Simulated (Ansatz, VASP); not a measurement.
## CdSe in VASP and in Ansatz

POSCAR

```
CdSe
1.0
    4.3000000000      0.0000000000      0.0000000000
   -2.1500000000      3.7239092363      0.0000000000
    0.0000000000      0.0000000000      7.0200000000
Cd Se
2 2
Direct
    0.6666666667      0.3333333333      0.5000000000
    0.3333333333      0.6666666667      0.0000000000
    0.6666666667      0.3333333333      0.8850000000
    0.3333333333      0.6666666667      0.3850000000
```

The input INCAR.step1:

```
SYSTEM = CdSe
PREC     = Accurate       ! precision mode
ENCUT    = 520            ! plane-wave cutoff, eV
EDIFF    = 1E-5           ! SCF threshold, eV
ISMEAR   = -1             ! smearing method
SIGMA    = 0.05           ! smearing width, eV
LREAL    = .FALSE.        ! projectors in reciprocal space
LASPH    = .TRUE.         ! aspherical terms in the spheres
NELM     = 80             ! most SCF steps
ALGO     = Normal         ! electronic algorithm
ISIF     = 2              ! what is computed and relaxed
LWAVE    = .TRUE.         ! write WAVECAR
GGA      = PE             ! functional
NBANDS   = 26             ! bands
```

INCAR.step2

```
SYSTEM = CdSe
PREC     = Accurate       ! precision mode
ENCUT    = 520            ! plane-wave cutoff, eV
EDIFF    = 1E-6           ! SCF threshold, eV
ISMEAR   = -1             ! smearing method
SIGMA    = 0.05           ! smearing width, eV
LREAL    = .FALSE.        ! projectors in reciprocal space
LASPH    = .TRUE.         ! aspherical terms in the spheres
NELM     = 80             ! most SCF steps
ALGO     = Normal         ! electronic algorithm
ISIF     = 2              ! what is computed and relaxed
LWAVE    = .FALSE.        ! write WAVECAR
LCHARG   = .TRUE.         ! write CHGCAR
GGA      = PE             ! functional
LHFCALC  = .TRUE.         ! exact exchange
AEXX     = 0.25           ! exact-exchange fraction
PRECFOCK = Normal       
LELF     = .TRUE.         ! ELF
LVHAR    = .TRUE.       
ISTART   = 1            
NBANDS   = 26             ! bands
```

KPOINTS

```
Automatic mesh
0
G
  4 4 2
  0 0 0
```

input.yaml

```yaml
crystal:
  lattice:
    - [4.3, 0.0, 0.0]
    - [-2.15, 3.7239092363, 0.0]
    - [0.0, 0.0, 7.02]
  atoms:
    - { symbol: Cd, position: [0.6666666667, 0.3333333333, 0.5] }
    - { symbol: Cd, position: [0.3333333333, 0.6666666667, 0.0] }
    - { symbol: Se, position: [0.6666666667, 0.3333333333, 0.885] }
    - { symbol: Se, position: [0.3333333333, 0.6666666667, 0.385] }
hamiltonian:
  xc: pbe0
  pseudopotentials: { kind: paw }
kpoints:
  mp_grid: { grid: [4, 4, 2] }
  band_path:
    path:
      - [[0.0, 0.0, 0.0], [0.5, 0.0, 0.0], [0.3333333333, 0.3333333333, 0.0], [0.0, 0.0, 0.0], [0.0, 0.0, 0.5], [0.5, 0.0, 0.5], [0.3333333333, 0.3333333333, 0.5], [0.0, 0.0, 0.5]]
      - [[0.5, 0.0, 0.5], [0.5, 0.0, 0.0]]
      - [[0.3333333333, 0.3333333333, 0.0], [0.3333333333, 0.3333333333, 0.5]]
    npoints: 4
scf:
  occupations: { method: fermi_dirac, width: 0.05 }
  n_extra_bands: 10
output:
  forces: true
  stress: true
  eigenvalues: true
  fatbands: false
```

Alike in both runs: functional PBE0; k mesh 4 × 4 × 2; occupations fermi-dirac, width 0.05 eV; no spin polarisation.

```csv
,VASP,Ansatz
version,VASP 6.6.1,Ansatz 0.2.0
potentials or method,"VASP PAW PBE potentials, release 64 (Cd, Se)",Ansatz PAW
plane-wave cutoff (eV),520,420
valence electrons in the cell,36,72
task,single point,band structure
```

```tsv
	VASP	Ansatz	Ansatz less VASP
gap on the k mesh at the Fermi level (eV)	2.35	2.30	-0.046
least direct gap on the mesh (eV)	2.35	2.30	-0.046
pressure (GPa)	1.9	1.8	-0.12
traceless stress, the component that is largest in VASP (GPa)	-1.55	-1.51	+0.038
rms of the force components (eV/Å)	0.173	0.168	-0.0045
```

Atom by atom the forces differ by 0.004 eV/Å (rms over components). VASP's potentials hold 36 valence electrons a cell and Ansatz's 72, so a difference there can come from the potentials and not from the codes.

The k mesh is coarse, so the values compare programs but aren't converged.
